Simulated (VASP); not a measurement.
Fe: single point with SVWN5

Fe:

```
CELL_PARAMETERS angstrom
2.43416 0.00000 0.00000
-1.21708 2.10804 0.00000
0.00000 0.00000 3.84193
ATOMIC_POSITIONS crystal
Fe 0.66667 0.33333 0.75000
Fe 0.33333 0.66667 0.25000
```

```json
{
 "Program": "VASP 6.6.1",
 "Task": "single point",
 "Functional": "SVWN5",
 "Potentials or basis": "VASP PAW PBE potentials, release 64 (Fe)",
 "Cutoff": "520 eV",
 "k mesh": "12 × 12 × 7",
 "Occupations": "fermi-dirac, width 0.05 eV",
 "Spin": "collinear spin, ferromagnetic start",
 "Starting moments": "[3.0, 3.0] μB"
}
```

The pressure is -10.4 GPa, the net moment is 0.20 μB per cell and the site moments are Fe +0.09 μB. The valence electrons inside the program's atomic spheres are Fe 7.62.

Stress tensor (GPa, compression positive):
```
-10.75   0.00   0.00
  0.00 -10.75   0.00
  0.00   0.00  -9.78
```

Levels at points of the mesh, in eV from the Fermi level:
Spin up:
| k point | band 6 | band 7 | band 8 | band 9 | band 10 | band 11 |
| --- | --- | --- | --- | --- | --- | --- |
| (0.00, 0.00, 0.00) | -1.35 | -1.35 | -1.00 | -1.00 | 0.59 | 0.65 |
| (0.50, 0.00, 0.00) | -1.67 | -1.21 | 0.75 | 0.99 | 1.04 | 2.73 |
Spin down:
```tsv
k point	band 4	band 5	band 6	band 7	band 8	band 9	band 10	band 11	band 12	band 13
(0.00, 0.00, 0.00)	-1.69	-1.54	-1.18	-1.18	-0.83	-0.83	0.63	0.84	0.84	9.19
(0.50, 0.00, 0.00)	-2.08	-2.01	-1.53	-1.06	0.94	1.19	1.24	2.88	5.08	11.64
```

Run time: 2.1 min on 1 thread of AMD EPYC 7R13, on a shared host, peak memory 0.12 GiB.

Caveat: the PAW data sets were made with another functional, which shifts forces and pressure a little.
